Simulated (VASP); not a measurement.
# Hg (P6_3/mmc) in VASP: notebook

Runs on Hg. Level: PBE+D3(BJ). Tasks: single point.

Program: VASP 6.6.1. These are calculated values, not measurements. Logs are shortened: lines on timing, memory, paths and dates and some standing lists are left out, and cuts for length are marked.

### 1 The cell of the first run

Symmetry: P6_3/mmc, No. 194, hexagonal system. The conventional cell has a = 3.296 Å, b = 3.296 Å, c = 5.139 Å, α = 90.00°, β = 90.00°, γ = 120.00°. Within 4.2 Å of Hg (site symmetry -6m2) lie 12 Hg at 3.20 to 3.30 Å.

### 2 Single point, PBE+D3(BJ) (24.18 Å³/atom)

The input, INCAR:

```
PREC = Accurate
ENCUT = 520
EDIFF = 1E-6
ISMEAR = 0
SIGMA = 0.1
LREAL = False
LASPH = True
NELM = 80
ALGO = Normal
ISIF = 2
LWAVE = False
LCHARG = False
GGA = PE
IVDW = 12
NBANDS = 19
```

The input, KPOINTS:

```
regular mesh
0
Gamma
  15 15 8
```

The input, POSCAR:

```
Hg
1.0
    3.2962545307      0.0000000000      0.0000000000
   -1.6481272654      2.8546401609      0.0000000000
    0.0000000000      0.0000000000      5.1391457665
Hg
2
Direct
    0.6666666667      0.3333333333      0.7500000000
    0.3333333333      0.6666666667      0.2500000000
```

Potentials or basis: VASP PAW PBE potentials, release 64 (Hg).

Run with:

```bash
$ cat potpaw_PBE.64/Hg/POTCAR > POTCAR
$ mpirun -np 1 vasp_std > vasp.out
```

OUTCAR:

```text
PREC = Accurate
   ENCUT = 520
   EDIFF = 1E-6
   ISMEAR = 0
   LREAL = False
   LASPH = True
   NELM = 80
   ISIF = 2
   GGA = PE
   IVDW = 12
 IVDW          = 12

 ion  position               nearest neighbor table
   1  0.667  0.333  0.750-   2 3.20   2 3.20   2 3.20   2 3.20   2 3.20   2 3.20
   2  0.333  0.667  0.250-   1 3.20   1 3.20   1 3.20   1 3.20   1 3.20   1 3.20

  LATTYP: Found a hexagonal cell.
 ALAT       =     3.2962545307
 C/A-ratio  =     1.5590864476

  Lattice vectors:

 A1 = (   3.2962545307,   0.0000000000,   0.0000000000)
 A2 = (  -1.6481272654,   2.8546401609,   0.0000000000)
 A3 = (   0.0000000000,   0.0000000000,   5.1391457665)

Analysis of symmetry for initial positions (statically):
=====================================================================
 Subroutine PRICEL returns:
 Original cell was already a primitive cell.

 Routine SETGRP: Setting up the symmetry group for a
 hexagonal supercell.

 Subroutine GETGRP returns: Found 24 space group operations
 (whereof 12 operations were pure point group operations)
 out of a pool of 24 trial point group operations.

The static configuration has the point symmetry D_3d.
 The point group associated with its full space group is D_6h.

Analysis of symmetry for dynamics (positions and initial velocities):
=====================================================================
 Subroutine PRICEL returns:
 Original cell was already a primitive cell.

 Routine SETGRP: Setting up the symmetry group for a
 hexagonal supercell.

 Subroutine GETGRP returns: Found 24 space group operations
 (whereof 12 operations were pure point group operations)
 out of a pool of 24 trial point group operations.

The dynamic configuration has the point symmetry D_3d.
 The point group associated with its full space group is D_6h.

 Subroutine INISYM returns: Found 24 space group operations
 (whereof 12 operations are pure point group operations),
 and found     1 'primitive' translations

----------------------------------------------------------------------------------------

                                     Primitive cell

  volume of cell :      48.3574

  direct lattice vectors                    reciprocal lattice vectors
     3.296254531  0.000000000  0.000000000     0.303374630  0.175153425  0.000000000
    -1.648127265  2.854640161  0.000000000     0.000000000  0.350306849  0.000000000
     0.000000000  0.000000000  5.139145767     0.000000000  0.000000000  0.194584868

  length of vectors
     3.296254531  3.296254531  5.139145767     0.350306849  0.350306849  0.194584868

  position of ions in fractional coordinates (direct lattice)
     0.666666667  0.333333333  0.750000000
     0.333333333  0.666666667  0.250000000

  ion indices of the primitive-cell ions
   primitive index   ion index
                 1           1
                 2           2

----------------------------------------------------------------------------------------

 KPOINTS: regular mesh

Automatic generation of k-mesh.
 Grid dimensions read from file:
 generate k-points for:   15   15    8

 Generating k-lattice:

  Cartesian coordinates                     Fractional coordinates (reciprocal lattice)
     0.020224975  0.011676895  0.000000000     0.066666667 -0.000000000  0.000000000
     0.000000000  0.023353790  0.000000000     0.000000000  0.066666667  0.000000000
     0.000000000  0.000000000  0.024323108     0.000000000  0.000000000  0.125000000

  Length of vectors
     0.023353790  0.023353790  0.024323108

  Shift w.r.t. Gamma in fractional coordinates (k-lattice)
     0.000000000  0.000000000  0.000000000

 Subroutine IBZKPT returns following result:
 ===========================================

 Found    135 irreducible k-points:

 Following reciprocal coordinates:
            Coordinates               Weight
  0.000000  0.000000  0.000000      1.000000
  0.066667  0.000000  0.000000      6.000000
  0.133333  0.000000  0.000000      6.000000
  0.200000  0.000000  0.000000      6.000000
  0.266667  0.000000  0.000000      6.000000
  0.333333  0.000000  0.000000      6.000000
[... 16 lines left out ...]
  0.333333  0.200000  0.000000     12.000000
  0.400000  0.200000  0.000000      6.000000
 [... further k-points ...]
   k-points           NKPTS =    135   k-points in BZ     NKDIM =    135   number of bands    NBANDS=     19
   number of dos      NEDOS =    301   number of ions     NIONS =      2
   total plane-waves  NPLWV =  31360
   dimension x,y,z NGX =    28 NGY =   28 NGZ =   40
   dimension x,y,z NGXF=    56 NGYF=   56 NGZF=   80
   ions per type =               2
   NGX,Y,Z   is equivalent  to a cutoff of  14.12, 14.12, 12.94 a.u.
   NGXF,Y,Z  is equivalent  to a cutoff of  28.24, 28.24, 25.88 a.u.
 SYSTEM =  unknown system
   PREC   = accura    normal or accurate (medium, high low for compatibility)
   ISTART =      0    job   : 0-new  1-cont  2-samecut
   ICHARG =      2    charge: 1-file 2-atom 10-const
   ISPIN  =      1    spin polarized calculation?
   LNONCOLLINEAR =      F non collinear calculations
   LSORBIT =      F    spin-orbit coupling
   LASPH  =      T    aspherical Exc in radial PAW
   ENCUT  =  520.0 eV  38.22 Ry    6.18 a.u.   6.13  6.13  9.56*2*pi/ulx,y,z
   NELM   =     80;   NELMIN=  2; NELMDL= -5     # of ELM steps
   EDIFF  = 0.1E-05   stopping-criterion for ELM
   LREAL  =      F    real-space projection
   EDIFFG = 0.1E-04   stopping-criterion for IOM
   NSW    =      0    number of steps for IOM
   IBRION =     -1    ionic relax: 0-MD 1-quasi-New 2-CG
   NFREE  =      0    steps in history (QN), initial steepest desc. (CG)
   ISIF   =      2    stress and relaxation
   ISYM   =      2    0-nonsym 1-usesym 2-fastsym
   POTIM  = 0.5000    time-step for ionic-motion
   TEBEG  =    0.0;   TEEND  =   0.0 temperature during run
   PSTRESS=    0.0 pullay stress
   NELECT =      24.0000    total number of electrons
   NUPDOWN=      -1.0000    fix difference up-down
   EMIN   =  10.00;   EMAX   =-10.00  energy-range for DOS
   EFERMI =   0.00;   METHOD = LEGACY
   ISMEAR =     0;   SIGMA  =   0.10  broadening in eV -4-tet -1-fermi 0-gaus
   EFERMI_NEDOS =   21; number of points for ismear=-14 and -15
   IALGO  =     38    algorithm
   IMIX   =      4    mixing-type and parameters
     AMIX     =   0.40;   BMIX     =  1.00
     AMIX_MAG =   1.60;   BMIX_MAG =  1.00
  volume/ion in A,a.u.               =      24.18       163.17
  Fermi-wavevector in a.u.,A,eV,Ry     =   1.296157  2.449381 22.858095  1.680023
  Thomas-Fermi vector in A             =   2.427631
   LORBIT       =      0    0 simple, 1 ext, 2 COOP (PROOUT), +10 PAW based schemes
   GGA     = PE    functional components
   LHFCALC =     F    Hartree Fock is set to
   AEXX    =    0.0000 exact exchange contribution
   IVDW    =    12    specifies the selected vdW correction
   LEPSILON=     F    determine dielectric tensor
   LRPA    =     F    only Hartree local field effects (RPA)
 non-spin polarized calculation
 Gauss-broadening in eV      SIGMA  =   0.10
  energy-cutoff  :      520.00
  volume of cell :       48.36
 maximum number of plane-waves:      1326
 NGX is ok and might be reduce to    28
   NGX = 13   NGY = 13   NGZ = 19

 number of electron      24.0000001 magnetization

 Free energy of the ion-electron system (eV)
  ---------------------------------------------------
  ext. energy  EPLUGINS =         0.00000000
  ---------------------------------------------------
  free energy    TOTEN  =        -0.22513501 eV

  energy without entropy =       -0.22253389  energy(sigma->0) =       -0.22383445

 E-fermi :   2.3394     XC(G=0): -10.7260

 val. band max:        2.3270030040   @ k =   0.4667   0.0667   0.5000
 cond. band min:       2.3938206856   @ k =   0.2667   0.2000   0.1250
 fundamental gap:      0.0668176817
 Fermi energy:         2.3394381812

 k-point     1 :       0.0000    0.0000    0.0000
  band No.  band energies     occupation
      1      -6.2986      2.00000
      2      -5.2625      2.00000
      3      -4.3019      2.00000
      4      -4.3019      2.00000
      5      -4.2583      2.00000
      6      -4.1517      2.00000
[... 11 lines left out ...]
     18      16.7836      0.00000
     19      16.7836      0.00000

 k-point     2 :       0.0667    0.0000    0.0000
  band No.  band energies     occupation
      1      -6.2049      2.00000
      2      -5.2163      2.00000
      3      -4.3697      2.00000
      4      -4.2636      2.00000
      5      -4.1878      2.00000
      6      -4.1592      2.00000
[... 11 lines left out ...]
     18      17.2619      0.00000
     19      17.4097      0.00000

 k-point     3 :       0.1333    0.0000    0.0000
  band No.  band energies     occupation
      1      -5.9361      2.00000
      2      -5.0994      2.00000
      3      -4.4445      2.00000
      4      -4.1945      2.00000
      5      -4.1889      2.00000
      6      -4.1604      2.00000
[... 11 lines left out ...]
     18      17.1735      0.00000
     19      17.7719      0.00000

 k-point     4 :       0.2000    0.0000    0.0000
  band No.  band energies     occupation
      1      -5.5472      2.00000
      2      -4.9922      2.00000
      3      -4.4483      2.00000
      4      -4.3452      2.00000
      5      -4.2381      2.00000
      6      -4.1948      2.00000
[... 407 lines left out ...]
     18      11.6475      0.00000
     19      13.3934      0.00000

 k-point    23 :       0.3333    0.2000    0.0000
  band No.  band energies     occupation
      1      -4.9616      2.00000
      2      -4.8698      2.00000
      3      -4.7514      2.00000
      4      -4.4126      2.00000
      5      -4.1011      2.00000
      6      -4.0872      2.00000
[... 11 lines left out ...]
     18      11.2439      0.00000
     19      13.1154      0.00000

 k-point    24 :       0.4000    0.2000    0.0000
  band No.  band energies     occupation
      1      -4.9906      2.00000
      2      -4.8825      2.00000
      3      -4.7524      2.00000
      4      -4.4076      2.00000
      5      -4.1277      2.00000
      6      -4.0382      2.00000
[... 11 lines left out ...]
     18      11.1125      0.00000
     19      13.0271      0.00000

 [... further k-points ...]

------------------------ aborting loop because EDIFF is reached ----------------------------------------

 Edisp (eV)   -0.86569

 E8    (eV) :    -0.3920

  FORCE on cell =-STRESS in cart. coord.  units (eV):
  Direction    XX          YY          ZZ          XY          YZ          ZX
  --------------------------------------------------------------------------------------
  -------------------------------------------------------------------------------------
  Total       0.47815     0.47815     0.49993    -0.00000    -0.00000    -0.00000
  in kB      15.84209    15.84209    16.56371    -0.00000    -0.00000    -0.00000
  external pressure =       16.08 kB  Pullay stress =        0.00 kB

 VOLUME and BASIS-vectors are now :
 -----------------------------------------------------------------------------
  energy-cutoff  :      520.00
  volume of cell :       48.36
      direct lattice vectors                 reciprocal lattice vectors
     3.296254531  0.000000000  0.000000000     0.303374630  0.175153425  0.000000000
    -1.648127265  2.854640161  0.000000000     0.000000000  0.350306849  0.000000000
     0.000000000  0.000000000  5.139145767     0.000000000  0.000000000  0.194584868

 POSITION                                       TOTAL-FORCE (eV/Angst)
 -----------------------------------------------------------------------------------
      1.64813      0.95155      3.85436         0.000000     -0.000000      0.000000
     -0.00000      1.90309      1.28479        -0.000000      0.000000      0.000000
 -----------------------------------------------------------------------------------
    total drift:                                0.000000     -0.000000      0.000000

  FREE ENERGIE OF THE ION-ELECTRON SYSTEM (eV)
  ---------------------------------------------------
  free  energy   TOTEN  =        -1.0908255680 eV

  energy  without entropy=       -1.0882244520  energy(sigma->0) =       -1.08952501
```

Run time: 2 min. Hardware: 1 thread of Oxide Virtual Turin-like, shared host; peak memory 0.22 GiB.

Results:

```yaml
Free_energy: -1.0908 eV
Pressure: 1.6 GPa
Band_gap_on_the_k_mesh: zero (bands 12 and 13 overlap by 1.17 eV)
Dispersion_energy_per_atom: -0.433 eV
```

Caveat: spin-orbit coupling is left out, which moves the levels of the heavy elements.

(Continued in part 2 of 2.)

The gap in the log of VASP goes by the Fermi energy; the results here count the filled bands.